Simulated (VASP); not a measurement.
A run of VASP 6.6.1:

INCAR

```
PREC = Accurate
ENCUT = 600
EDIFF = 1E-6
ISMEAR = 0
SIGMA = 0.15
LREAL = F
LASPH = T
NELM = 100
ALGO = Normal
ISIF = 3
LWAVE = F
LCHARG = F
GGA = PE
IBRION = 2
NSW = 36
EDIFFG = -0.08
```

File KPOINTS:

```
regular mesh
0
Gamma
  3 3 3
```

File POSCAR:

```
Nb2PdSe5
1.0
   -2.4981477000      4.2162139400      4.4972122700
    2.4981477000     -4.2162139400      4.4972122700
    2.4981477000      4.2162139400     -4.4972122700
Nb Pd Se
2 1 5
Direct
    0.0000000000      0.0000000000      0.0000000000
    0.5000000000      0.0000000000      0.5000000000
    0.5000000000      0.5000000000      0.0000000000
    0.5967029600      0.7670528200      0.8296501400
    0.0625973200      0.2329471800      0.8296501400
    0.4032970400      0.2329471800      0.1703498600
    0.9374026800      0.7670528200      0.1703498600
    0.0000000000      0.5000000000      0.5000000000
```

Potentials or basis: VASP PAW PBE potentials, release 64 (Nb_sv, Pd, Se).

Command:

```sh
$ cat potpaw_PBE.64/Nb_sv/POTCAR potpaw_PBE.64/Pd/POTCAR potpaw_PBE.64/Se/POTCAR > POTCAR
$ mpirun -np 1 vasp_std > vasp.out
```

Hardware: 1 thread of Intel(R) Xeon(R) 6975P-C (Granite Rapids) (shared host).

**Question.** How long does it take, and how much memory?

**Answer.** Wall time 40 min on 1 thread of Intel(R) Xeon(R) 6975P-C (Granite Rapids), on a shared host, peak memory 0.46 GiB. Counts: scf iterations 376, k points 8, ion steps 34.
